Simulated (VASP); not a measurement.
# CsCaF3: single point with LDA

CsCaF3:

```
Cs Ca F
1.0
     4.65615    0.00000    0.00000
     0.00000    4.65615    0.00000
     0.00000    0.00000    4.38492
Cs Ca F
1 1 3
Direct
  0.00000 0.00000 0.00000
  0.50000 0.50000 0.50000
  0.00000 0.50000 0.50000
  0.50000 0.00000 0.50000
  0.50000 0.50000 0.00000
```

This cell differs from its parent crystal: strain +0.030 along x and y, -0.030 along z.

```json
{"Program": "VASP 6.6.1", "Task": "single point", "Functional": "LDA", "Potentials or basis": "VASP PAW LDA potentials, release 64 (Cs_sv, Ca_sv, F)", "Cutoff": "520 eV", "k mesh": "6 × 6 × 6", "Occupations": "gaussian, width 0.05 eV", "Spin": "no spin polarisation"}
```

```
Pressure               : -4.8 GPa
Band gap on the k mesh : 6.57 eV (least direct gap 6.59 eV)
```

Stress tensor (GPa, compression positive):
```
-6.20  0.00  0.00
 0.00 -6.20  0.00
 0.00  0.00 -1.85
```

Levels at points of the mesh, in eV from the valence-band top:
```csv
k point,band 16,band 17,band 18,band 19,band 20,band 21,band 22,band 23,band 24,band 25
"(0.00, 0.00, 0.00)",-0.44,-0.32,-0.07,-0.07,-0.03,6.57,7.81,7.94,8.07,8.34
"(0.50, 0.00, 0.00)",-0.55,-0.32,-0.31,-0.31,-0.28,8.25,8.73,8.73,9.17,9.25
"(0.50, 0.50, 0.00)",-0.60,-0.60,-0.47,-0.47,-0.04,8.50,8.79,8.87,8.87,10.06
"(0.00, 0.00, 0.50)",-0.69,-0.64,-0.52,-0.27,-0.27,8.40,8.64,9.11,9.43,9.43
"(0.50, 0.00, 0.50)",-0.68,-0.54,-0.13,-0.12,-0.06,8.35,8.68,8.85,9.02,10.53
"(0.50, 0.50, 0.50)",-0.72,-0.35,-0.02,0.00,0.00,8.56,8.63,8.63,9.66,9.86
```

Wall time 2.7 min on 1 thread of Intel Xeon 8259CL (shared host), peak memory 0.24 GiB.

Caveat: the cell differs from its parent crystal (strain +0.030 along x and y, -0.030 along z); the cell stands under tension; spin-orbit coupling is left out, which moves the levels of the heavy elements. A k mesh can miss the band edges.
